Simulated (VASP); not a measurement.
A run of VASP 6.6.1:

The input INCAR:

```
PREC = Accurate
ENCUT = 520
EDIFF = 1E-7
ISMEAR = 0
SIGMA = 0.1
LREAL = F
LASPH = T
NELM = 60
ALGO = Normal
ISIF = 2
LWAVE = F
LCHARG = F
GGA = PE
NBANDS = 11
```

KPOINTS

```
Automatic mesh
0
Gamma
  6 6 6
```

File POSCAR:

```
BeTe
1.0
    1.8171445400      1.0491288900      2.9939084900
   -1.8171445400      1.0491288900      2.9939084900
    0.0000000000     -2.0982577800      2.9939084900
Be Te
1 1
Direct
    0.5000000000      0.5000000000      0.5000000000
    0.0000000000      0.0000000000      0.0000000000
```

Potentials or basis: VASP PAW PBE potentials, release 64 (Be, Te).

Launch:

```bash
$ cat potpaw_PBE.64/Be/POTCAR potpaw_PBE.64/Te/POTCAR > POTCAR
$ mpirun -np 1 vasp_std > vasp.out
```

Hardware: 1 thread of AMD EPYC 7R43 64-Core Processor (Zen 3) (shared host).

Problem. How long does it take, and how much memory?

Solution. It took 14 s on 1 thread of AMD EPYC 7R43 64-Core Processor (Zen 3), on a shared host, peak memory 0.13 GiB. Counts: scf iterations 12, k points 32.
